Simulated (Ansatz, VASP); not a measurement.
# Se: VASP beside Ansatz

```
Se
1.0
     3.79109    0.00000    0.00000
    -1.89555    3.28318    0.00000
     0.00000    0.00000    4.43384
Se
2
Direct
  0.66667 0.33333 0.14478
  0.33333 0.66667 0.85522
```

Alike in both runs: task single point; functional PBE; dispersion D3(BJ); k mesh 6 × 6 × 4; occupations gaussian, width 0.1 eV; no spin polarisation.

|  | VASP | Ansatz |
| --- | --- | --- |
| version | VASP 6.6.1 | Ansatz 0.2.0 |
| potentials or method | VASP PAW PBE potentials, release 64 (Se), cutoff 520 eV | scalar-relativistic, plane waves, PAW |
| valence electrons in the cell | 12 | 32 |

|  | VASP | Ansatz | Ansatz less VASP |
| --- | --- | --- | --- |
| gap on the k mesh at the Fermi level (eV) | none | none | - |
| pressure (GPa) | 1.8 | 1.8 | -0.07 |
| traceless stress, the component that is largest in VASP (GPa) | -4.42 | -4.38 | +0.032 |
| rms of the force components (eV/Å) | 0.315 | 0.310 | -0.0050 |

Atom by atom the forces differ by 0.005 eV/Å (rms over components). A gap of «none» marks a metal or a gap that the smearing closes. VASP's potentials hold 12 valence electrons a cell and Ansatz's 32, so a difference there can come from the potentials and not from the codes.
